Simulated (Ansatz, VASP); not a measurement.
## One calculation of Al6H, two programs

```
Al H
1.0
     5.71352    0.00000    0.00000
     0.00000    5.71352    0.00000
     0.00000    0.00000   22.17470
Al H
12 2
Direct
  0.25000 0.25000 0.18039
  0.25000 0.75000 0.18039
  0.75000 0.25000 0.18039
  0.75000 0.75000 0.18039
  0.00000 0.00000 0.27441
  0.00000 0.50000 0.27441
  0.50000 0.00000 0.27441
  0.50000 0.50000 0.27441
  0.25000 0.25000 0.36865
  0.25000 0.75000 0.36865
  0.75000 0.25000 0.36865
  0.75000 0.75000 0.36865
  0.00000 0.80441 0.41780
  0.00000 0.19559 0.41780
```

Alike in both runs: task single point; functional PBE; k mesh 5 × 5 × 1; occupations gaussian, width 0.1 eV; no spin polarisation.

|  | VASP | Ansatz |
| --- | --- | --- |
| version | VASP 6.6.1 | Ansatz 0.2.0 |
| potentials or method | VASP PAW PBE potentials, release 64 (Al, H), cutoff 520 eV | scalar-relativistic, plane waves, PAW |
| valence electrons in the cell | 38 | 38 |

|  | VASP | Ansatz | Ansatz less VASP |
| --- | --- | --- | --- |
| gap on the k mesh at the Fermi level (eV) | none | none | - |
| rms of the force components (eV/Å) | 0.107 | 0.107 | -0.0002 |

Atom by atom the forces differ by 0.001 eV/Å (rms over components). A gap of «none» marks a metal or a gap that the smearing closes. The functional is the same, so the differences come from potentials, cutoffs and numerics.
